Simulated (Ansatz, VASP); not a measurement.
AgI in VASP and in Ansatz

```
CELL_PARAMETERS angstrom
0.00000 3.28863 3.28863
3.28863 0.00000 3.28863
3.28863 3.28863 0.00000
ATOMIC_POSITIONS crystal
Ag 0.00000 0.00000 0.00000
I 0.25000 0.25000 0.25000
```

Alike in both runs: task single point; functional LDA; k mesh 6 × 6 × 6; no spin polarisation.

```csv
,VASP,Ansatz
version,VASP 6.6.1,Ansatz 0.2.0
potentials or method,"VASP PAW LDA potentials, release 64 (Ag, I)","plane waves, PAW"
plane-wave cutoff (eV),500,420
occupations,"gaussian, width 0.01 eV",fixed
valence electrons in the cell,18,36
```

```csv
,VASP,Ansatz,Ansatz less VASP
gap on the k mesh at the Fermi level (eV),1.09,1.06,-0.033
```

LDA's correlation is that of Perdew and Zunger in VASP and of Perdew and Wang (1992) in Ansatz. VASP's potentials hold 18 valence electrons a cell and Ansatz's 36, so a difference there can come from the potentials and not from the codes.

Neither program's run includes spin-orbit coupling.
